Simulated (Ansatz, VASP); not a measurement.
**TlOF in VASP and in Ansatz**

File INCAR:

```
SYSTEM = TlOF
PREC     = Accurate       ! precision mode
ENCUT    = 520            ! plane-wave cutoff, eV
EDIFF    = 1E-6           ! SCF threshold, eV
ISMEAR   = 0              ! smearing method
SIGMA    = 0.01           ! smearing width, eV
LREAL    = .False.        ! projectors in reciprocal space
LASPH    = .True.         ! aspherical terms in the spheres
NELM     = 100            ! most SCF steps
ALGO     = Normal         ! electronic algorithm
ISIF     = 2              ! what is computed and relaxed
LWAVE    = .False.        ! write WAVECAR
LCHARG   = .False.        ! write CHGCAR
GGA      = PE             ! functional
NBANDS   = 35             ! bands
```

File KPOINTS:

```
Automatic mesh
0
Gamma
  1 1 1
  0 0 0
```

File POSCAR:

```
TlOF
1.0
   11.8900000000      0.0000000000      0.0000000000
    0.0000000000      9.0000000000      0.0000000000
    0.0000000000      0.0000000000     15.9500000000
Tl O F
2 2 2
Direct
    0.5157367500      0.5000000000      0.5968087800
    0.4840235500      0.5000000000      0.4030476500
    0.6212918400      0.5000000000      0.4971260200
    0.3784693000      0.5000000000      0.5027310300
    0.4723086600      0.5000000000      0.7177247600
    0.5274524800      0.5000000000      0.2821316600
```

Input for Ansatz:

```yaml
crystal:
  lattice:
    - [11.89, 0.0, 0.0]
    - [0.0, 9.0, 0.0]
    - [0.0, 0.0, 15.95]
  atoms:
    - { symbol: Tl, position: [0.51573675, 0.5, 0.59680878] }
    - { symbol: Tl, position: [0.48402355, 0.5, 0.40304765] }
    - { symbol: O, position: [0.62129184, 0.5, 0.49712602] }
    - { symbol: O, position: [0.3784693, 0.5, 0.50273103] }
    - { symbol: F, position: [0.47230866, 0.5, 0.71772476] }
    - { symbol: F, position: [0.52745248, 0.5, 0.28213166] }
basis:
  ecutwfc: 420
  ecutrho_ratio: 4
kpoints:
  mp_grid: { grid: [1, 1, 1] }
hamiltonian:
  xc: pbe
scf:
  occupations: { method: gaussian, width: 0.01 }
output:
  forces: true
  eigenvalues: true
  populations: true
```

Alike in both runs: task single point; functional PBE; k mesh 1 × 1 × 1; occupations gaussian, width 0.01 eV; no spin polarisation.

|  | VASP | Ansatz |
| --- | --- | --- |
| version | VASP 6.6.1 | Ansatz 0.2.0 |
| potentials or method | VASP PAW PBE potentials, release 64 (Tl_d, O, F), cutoff 520 eV | scalar-relativistic, plane waves, PAW |
| valence electrons in the cell | 52 | 52 |

|  | VASP | Ansatz | Ansatz less VASP |
| --- | --- | --- | --- |
| gap on the k mesh at the Fermi level (eV) | 1.99 | 2.01 | +0.025 |
| rms of the force components (eV/Å) | 0.129 | 0.091 | -0.0381 |

Atom by atom the forces differ by 0.044 eV/Å (rms over components). The functional is the same, so the differences come from potentials, cutoffs and numerics. Ansatz's warnings: structure snapped to symmetry.

Spin-orbit coupling is off throughout.
